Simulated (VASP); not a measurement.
# NiO (Fm-3m) in VASP: single point with LDA+U

Aim: the single point of NiO with LDA+U.

Everything below comes from runs of VASP 6.6.1. Logs are shortened: lines on timing, memory, paths and dates and some standing lists are left out, and cuts for length are marked.

**1. The cell of the first run**

The structure is cubic, space group Fm-3m (No. 225). Conventional cell: a = 4.183 Å, b = 4.183 Å, c = 4.183 Å, α = 90.00°, β = 90.00°, γ = 90.00°. Within 2.8 Å of Ni (site symmetry m-3m) lie 6 O at 2.09 Å. O (site symmetry m-3m) has 6 Ni at 2.09 Å within 2.8 Å.

**2. Single point, LDA+U, collinear spin, antiferromagnetic start**

Contents of INCAR:

```
SYSTEM = NiO
PREC = Accurate ; ENCUT = 520
EDIFF = 1E-7 ; ISMEAR = 0
SIGMA = 0.05 ; LREAL = .False.
LASPH = .True. ; NELM = 150
ALGO = Normal ; ISIF = 2
LWAVE = .False. ; LCHARG = .False.
ISPIN = 2 ; MAGMOM = 2 -2 0 0
LORBIT = 11 ; LMAXMIX = 4
LDAU = .True. ; LDAUTYPE = 2
LDAUL = 2 -1 ; LDAUU = 8 0
LDAUJ = 0 0 ; LDAUPRINT = 1
GGA = CA ; NBANDS = 28
```

Contents of KPOINTS:

```
regular mesh
0
Gamma
  8 8 8
  0 0 0
```

Contents of POSCAR:

```
NiO
1.0
    0.0000000000      2.0913095100      2.0913095100
    4.1826190200      2.0913095100      2.0913095100
    4.1826190200      4.1826190200      0.0000000000
Ni O
2 2
Direct
    0.0000000000      0.0000000000      0.0000000000
    0.0000000000      0.0000000000      0.5000000000
    0.5000000000      0.5000000000      0.0000000000
    0.5000000000      0.5000000000      0.5000000000
```

Potentials or basis: VASP PAW LDA potentials, release 64 (Ni, O).

The run is started by

```console
cat potpaw_LDA.64/Ni/POTCAR potpaw_LDA.64/O/POTCAR > POTCAR
mpirun -np 1 vasp_std > vasp.out
```

OUTCAR:

```text
SYSTEM = NiO
   PREC = Accurate
   ENCUT = 520
   EDIFF = 1E-7
   ISMEAR = 0
   LREAL = .False.
   LASPH = .True.
   NELM = 150
   ISIF = 2
   ISPIN = 2
   LORBIT = 11
   GGA = CA

 ion  position               nearest neighbor table
   1  0.000  0.000  0.000-   4 2.09   3 2.09   4 2.09   3 2.09   4 2.09   4 2.09   2 2.96   2 2.96
                             2 2.96   2 2.96   2 2.96   2 2.96   2 2.96   2 2.96
   2  0.000  0.000  0.500-   3 2.09   3 2.09   4 2.09   4 2.09   3 2.09   3 2.09   1 2.96   1 2.96
                             1 2.96   1 2.96   1 2.96   1 2.96   1 2.96   1 2.96
   3  0.500  0.500  0.000-   2 2.09   1 2.09   2 2.09   1 2.09   2 2.09   2 2.09
   4  0.500  0.500  0.500-   1 2.09   1 2.09   2 2.09   2 2.09   1 2.09   1 2.09

  LATTYP: Found a simple tetragonal cell.
 ALAT       =     2.9575582722
 C/A-ratio  =     1.4142135624

  Lattice vectors:

 A1 = (   0.0000000000,  -2.0913095100,   2.0913095100)
 A2 = (   0.0000000000,  -2.0913095100,  -2.0913095100)
 A3 = (   4.1826190200,   0.0000000000,   0.0000000000)

Analysis of symmetry for initial positions (statically):
=====================================================================
 Subroutine PRICEL returns following result:

  LATTYP: Found a face centered cubic cell.
 ALAT       =     4.1826190200
[... 12 lines left out ...]
 Subroutine GETGRP returns: Found 16 space group operations
 (whereof 16 operations were pure point group operations)
 out of a pool of 16 trial point group operations.

The static configuration has the point symmetry D_4h.

Analysis of symmetry for dynamics (positions and initial velocities):
=====================================================================
 Subroutine PRICEL returns following result:

  LATTYP: Found a face centered cubic cell.
 ALAT       =     4.1826190200
[... 12 lines left out ...]
 Subroutine GETGRP returns: Found 16 space group operations
 (whereof 16 operations were pure point group operations)
 out of a pool of 16 trial point group operations.

The dynamic configuration has the point symmetry D_4h.

Analysis of structural, dynamic, and magnetic symmetry:
=====================================================================
 Subroutine PRICEL returns following result:

  LATTYP: Found a face centered cubic cell.
 ALAT       =     4.1826190200
[... 12 lines left out ...]
 Subroutine GETGRP returns: Found 16 space group operations
 (whereof 16 operations were pure point group operations)
 out of a pool of 16 trial point group operations.

The overall configuration has the point symmetry D_4h.

 Subroutine INISYM returns: Found 16 space group operations
 (whereof 16 operations are pure point group operations),
 and found     2 'primitive' translations

----------------------------------------------------------------------------------------

                                     Primitive cell

  volume of cell :      18.2930

  direct lattice vectors                    reciprocal lattice vectors
    -2.091309510  2.091309510  0.000000000    -0.239084649  0.239084649 -0.239084649
    -2.091309510  0.000000000  2.091309510    -0.239084649 -0.239084649  0.239084649
     0.000000000  2.091309510  2.091309510     0.239084649  0.239084649  0.239084649

  length of vectors
     2.957558272  2.957558272  2.957558272     0.414106759  0.414106759  0.414106759

  position of ions in fractional coordinates (direct lattice)
     0.000000000  0.000000000  0.000000000
     0.500000000  0.500000000  0.500000000

  ion indices of the primitive-cell ions
[... 143 lines left out ...]
  o =  0.1353  v =  0.0000  0.0000  0.0000  0.0000  0.0000  0.0000  0.0000  0.8660  0.0000  0.5000      0.0000  0.0000  0.0000  0.0000  0.0000  0.0000  0.0000  0.0000  0.0000  0.0000
  o =  0.9877  v =  0.0000  0.0000  0.0000  0.0000  0.0000  1.0000  0.0000  0.0000  0.0000  0.0000      0.0000  0.0000  0.0000  0.0000  0.0000  0.0000  0.0000  0.0000  0.0000  0.0000
  o =  0.9877  v =  0.0000  0.0000  0.0000  0.0000  0.0000  0.0000 -0.0000  0.0000 -1.0000 -0.0000      0.0000  0.0000  0.0000  0.0000  0.0000  0.0000  0.0000  0.0000  0.0000  0.0000
  o =  0.9878  v =  0.0000  0.0000  0.0000  0.0000  0.0000  0.0000  1.0000 -0.0000 -0.0000 -0.0000      0.0000  0.0000  0.0000  0.0000  0.0000  0.0000  0.0000  0.0000  0.0000  0.0000
  o =  0.9890  v =  0.0000  1.0000  0.0000 -0.0000  0.0000  0.0000  0.0000  0.0000  0.0000  0.0000      0.0000  0.0000  0.0000  0.0000  0.0000  0.0000  0.0000  0.0000  0.0000  0.0000
  o =  0.9891  v =  1.0000  0.0000  0.0000  0.0000  0.0000  0.0000  0.0000  0.0000  0.0000  0.0000      0.0000  0.0000  0.0000  0.0000  0.0000  0.0000  0.0000  0.0000  0.0000  0.0000
  o =  0.9891  v =  0.0000  0.0000 -0.0000  1.0000  0.0000  0.0000  0.0000  0.0000  0.0000  0.0000      0.0000  0.0000  0.0000  0.0000  0.0000  0.0000  0.0000  0.0000  0.0000  0.0000
  o =  1.0502  v =  0.0000 -0.0000  0.8660  0.0000  0.5000  0.0000  0.0000  0.0000  0.0000  0.0000      0.0000  0.0000  0.0000  0.0000  0.0000  0.0000  0.0000  0.0000  0.0000  0.0000
  o =  1.0503  v =  0.0000 -0.0000 -0.5000 -0.0000  0.8660  0.0000  0.0000  0.0000  0.0000  0.0000      0.0000  0.0000  0.0000  0.0000  0.0000  0.0000  0.0000  0.0000  0.0000  0.0000

atom =   2  type =  1  l = 2

 onsite density matrix

spin component  1

  0.9877  0.0000  0.0000  0.0000  0.0000
  0.0000  0.9878 -0.0000 -0.0000  0.0000
  0.0000 -0.0000  0.1349  0.0000  0.0006
  0.0000 -0.0000  0.0000  0.9877 -0.0000
  0.0000  0.0000  0.0006 -0.0000  0.1342

spin component  2

  0.9891 -0.0000 -0.0000  0.0000 -0.0000
 -0.0000  0.9890  0.0000 -0.0000 -0.0000
 -0.0000  0.0000  1.0502 -0.0000 -0.0000
  0.0000 -0.0000 -0.0000  0.9891 -0.0000
 -0.0000 -0.0000 -0.0000 -0.0000  1.0503

 occupancies and eigenvectors

  o =  0.1339  v =  0.0000  0.0000 -0.5000  0.0000  0.8660  0.0000  0.0000  0.0000  0.0000  0.0000      0.0000  0.0000  0.0000  0.0000  0.0000  0.0000  0.0000  0.0000  0.0000  0.0000
  o =  0.1353  v =  0.0000 -0.0000  0.8660 -0.0000  0.5000  0.0000  0.0000  0.0000  0.0000  0.0000      0.0000  0.0000  0.0000  0.0000  0.0000  0.0000  0.0000  0.0000  0.0000  0.0000
  o =  0.9877  v =  1.0000  0.0000  0.0000  0.0000  0.0000  0.0000  0.0000  0.0000  0.0000  0.0000      0.0000  0.0000  0.0000  0.0000  0.0000  0.0000  0.0000  0.0000  0.0000  0.0000
  o =  0.9877  v =  0.0000  0.0000 -0.0000 -1.0000 -0.0000  0.0000  0.0000  0.0000  0.0000  0.0000      0.0000  0.0000  0.0000  0.0000  0.0000  0.0000  0.0000  0.0000  0.0000  0.0000
  o =  0.9878  v =  0.0000  1.0000  0.0000  0.0000  0.0000  0.0000  0.0000  0.0000  0.0000  0.0000      0.0000  0.0000  0.0000  0.0000  0.0000  0.0000  0.0000  0.0000  0.0000  0.0000
  o =  0.9890  v =  0.0000  0.0000  0.0000  0.0000  0.0000  0.0000  1.0000  0.0000 -0.0000 -0.0000      0.0000  0.0000  0.0000  0.0000  0.0000  0.0000  0.0000  0.0000  0.0000  0.0000
  o =  0.9891  v =  0.0000  0.0000  0.0000  0.0000  0.0000  0.0000  0.0000  0.0000  1.0000  0.0000      0.0000  0.0000  0.0000  0.0000  0.0000  0.0000  0.0000  0.0000  0.0000  0.0000
  o =  0.9891  v =  0.0000  0.0000  0.0000  0.0000  0.0000  1.0000  0.0000  0.0000  0.0000  0.0000      0.0000  0.0000  0.0000  0.0000  0.0000  0.0000  0.0000  0.0000  0.0000  0.0000
  o =  1.0502  v =  0.0000  0.0000  0.0000  0.0000  0.0000  0.0000 -0.0000  0.8660 -0.0000  0.5000      0.0000  0.0000  0.0000  0.0000  0.0000  0.0000  0.0000  0.0000  0.0000  0.0000
  o =  1.0503  v =  0.0000  0.0000  0.0000  0.0000  0.0000  0.0000  0.0000 -0.5000 -0.0000  0.8660      0.0000  0.0000  0.0000  0.0000  0.0000  0.0000  0.0000  0.0000  0.0000  0.0000

 number of electron      32.0000010 magnetization      -0.0000000

 Free energy of the ion-electron system (eV)
  ---------------------------------------------------
  ext. energy  EPLUGINS =         0.00000000
  ---------------------------------------------------
  free energy    TOTEN  =       -22.73129136 eV

  energy without entropy =      -22.73129136  energy(sigma->0) =      -22.73129136

 E-fermi :   6.5206     XC(G=0): -13.1263

 val. band max:        6.2563942292   @ k =   0.5000   0.0000   0.0000
 cond. band min:       9.1145054354   @ k =   0.0000   0.5000   0.5000
 fundamental gap:      2.8581112062
 Fermi energy:         6.5205787410

 spin component 1

 k-point     1 :       0.0000    0.0000    0.0000
  band No.  band energies     occupation
      1     -12.0114      1.00000
      2     -10.5862      1.00000
      3      -0.5234      1.00000
      4      -0.0729      1.00000
      5       0.0202      1.00000
      6       0.6929      1.00000
[... 1481 lines left out ...]
     27      25.4973      0.00000
     28      26.1879      0.00000

 [... further k-points ...]

------------------------ aborting loop because EDIFF is reached ----------------------------------------

  FORCE on cell =-STRESS in cart. coord.  units (eV):
  Direction    XX          YY          ZZ          XY          YZ          ZX
  --------------------------------------------------------------------------------------
  -------------------------------------------------------------------------------------
  Total       -4.4888498     -4.4816994     -4.4816994     -0.0000000      0.0000000      0.0000000
  in kB     -196.5761062   -196.2629743   -196.2629743     -0.0000000      0.0000000      0.0000000
  external PRESSURE =    -196.3673516 kB  Pullay stress =       0.0000000 kB

 VOLUME and BASIS-vectors are now :
 -----------------------------------------------------------------------------
  energy-cutoff  :      520.00
  volume of cell :       36.59
      direct lattice vectors                 reciprocal lattice vectors
     0.000000000  2.091309510  2.091309510    -0.239084649  0.239084649  0.239084649
     4.182619020  2.091309510  2.091309510     0.239084649 -0.239084649  0.239084649
     4.182619020  4.182619020  0.000000000     0.000000000  0.239084649 -0.239084649

 POSITION                                       TOTAL-FORCE (eV/Angst)
 -----------------------------------------------------------------------------------
      0.00000      0.00000      0.00000         0.000000      0.000000     -0.000000
      2.09131      2.09131      0.00000        -0.000000     -0.000000     -0.000000
      2.09131      2.09131      2.09131        -0.000000      0.000000      0.000000
      4.18262      4.18262      2.09131         0.000000      0.000000     -0.000000
 -----------------------------------------------------------------------------------
    total drift:                                0.000000     -0.000000     -0.000000

  FREE ENERGIE OF THE ION-ELECTRON SYSTEM (eV)
  ---------------------------------------------------
  free  energy   TOTEN  =       -22.7312913595 eV

  energy  without entropy=      -22.7312913595  energy(sigma->0) =      -22.73129136

 total charge

# of ion       s       p       d       tot
------------------------------------------
    1        0.350   0.432   8.269   9.051
    2        0.350   0.432   8.269   9.051
    3        1.532   3.456   0.000   4.988
    4        1.532   3.456   0.000   4.988
--------------------------------------------------
tot          3.764   7.776  16.538  28.079

 magnetization (x)

# of ion       s       p       d       tot
------------------------------------------
    1        0.013   0.016   1.831   1.859
    2       -0.013  -0.016  -1.831  -1.859
    3       -0.005  -0.049   0.000  -0.054
    4        0.005   0.049   0.000   0.054
--------------------------------------------------
tot          0.000   0.000   0.000   0.000
```

Run time: 1.8 min. Hardware: 1 thread of Intel Xeon 6975P-C (Granite Rapids), shared host; peak memory 0.25 GiB.

Results:

| Property | Result |
| --- | --- |
| Free energy | -22.7313 eV |
| Pressure | -19.6 GPa |
| Band gap on the k mesh | 2.86 eV |
| Net moment | 0.00 μB per cell |
| Site moments | Ni +1.86, -1.86; O -0.05, +0.05 μB |
| Valence electrons inside the program's atomic spheres | Ni 9.05; O 4.99 |

Eigenvalues of the final occupation matrices:
| site | spin | trace | eigenvalues |
| --- | --- | --- | --- |
| site 1 d | 1 | 5.07 | 0.99 0.99 0.99 1.05 1.05 |
| site 1 d | 2 | 3.23 | 0.13 0.14 0.99 0.99 0.99 |
| site 2 d | 1 | 3.23 | 0.13 0.14 0.99 0.99 0.99 |
| site 2 d | 2 | 5.07 | 0.99 0.99 0.99 1.05 1.05 |
